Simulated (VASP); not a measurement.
CoO, 2 atoms in the cell. Symmetry: C2/m, No. 12, monoclinic system. Conventional cell: a = 4.215 Å, b = 4.287 Å, c = 2.969 Å, α = 90.00°, β = 134.39°, γ = 90.00°. Within 2.8 Å of Co (site symmetry 2/m) lie 6 O at 2.11 to 2.14 Å. O (site symmetry 2/m) has 6 Co at 2.11 to 2.14 Å within 2.8 Å.  This cell differs from its parent crystal: equal xy, yz and zx shear strains of -1 %.

```yaml
Program: VASP 6.6.1
Task: single point
Functional: PBE
Potentials_or_basis: VASP PAW PBE potentials, release 64 (Co, O)
Cutoff: 520 eV
k_mesh: 13 × 13 × 15
Occupations: fermi-dirac, width 0.03 eV
Spin: collinear spin, ferromagnetic start
Starting_moments: "[2.0, 0.0] μB"
Dipole_correction: no
Further_INCAR_settings: ALGO = Normal; EDIFF = 1e-07; NBANDS = 18
```

Potentials or basis: VASP PAW PBE potentials, release 64 (Co, O).

Launch:

```sh
$ cat potpaw_PBE.64/Co/POTCAR potpaw_PBE.64/O/POTCAR > POTCAR
$ mpirun -np 1 vasp_std > vasp.out
```

Hardware: 1 thread of Intel Xeon 8259CL, with other jobs on the host.

Question: Estimate the wall time of this run.

Answer: Run time: 17 min on 1 thread of Intel Xeon 8259CL (shared host), peak memory 0.46 GiB. Counts: scf iterations 22, k points 686.
